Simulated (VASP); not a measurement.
BN, 2 atoms in the cell. It takes space group F-43m (No. 216, cubic). Conventional cell: a = 3.532 Å, b = 3.532 Å, c = 3.532 Å, α = 90.00°, β = 90.00°, γ = 90.00°. B (site symmetry -43m) has 4 N at 1.53 Å within 2.0 Å. N (site symmetry -43m) has 4 B at 1.53 Å within 2.0 Å. 

| Property | Result |
| --- | --- |
| Program | VASP 6.6.1 |
| Task | single point |
| Functional | LDA |
| Potentials or basis | VASP PAW LDA potentials, release 64 (B, N) |
| Cutoff | 600 eV |
| k mesh | 12 × 12 × 12 |
| Occupations | gaussian, width 0.05 eV |
| Spin | no spin polarisation |
| Dipole correction | no |
| Further INCAR settings | ALGO = Normal; EDIFF = 1e-06; NBANDS = 11 |

Potentials or basis: VASP PAW LDA potentials, release 64 (B, N).

Command:

```sh
$ cat potpaw_LDA.64/B/POTCAR potpaw_LDA.64/N/POTCAR > POTCAR
$ mpirun -np 1 vasp_std > vasp.out
```

Hardware: 1 thread of AMD EPYC 7R13, with other jobs on the host.

Q: How long does it take, and how much memory?

A: It took 7.7 s on 1 thread of AMD EPYC 7R13, with other jobs on the host, peak memory 0.12 GiB. Counts: scf iterations 11, k points 72.
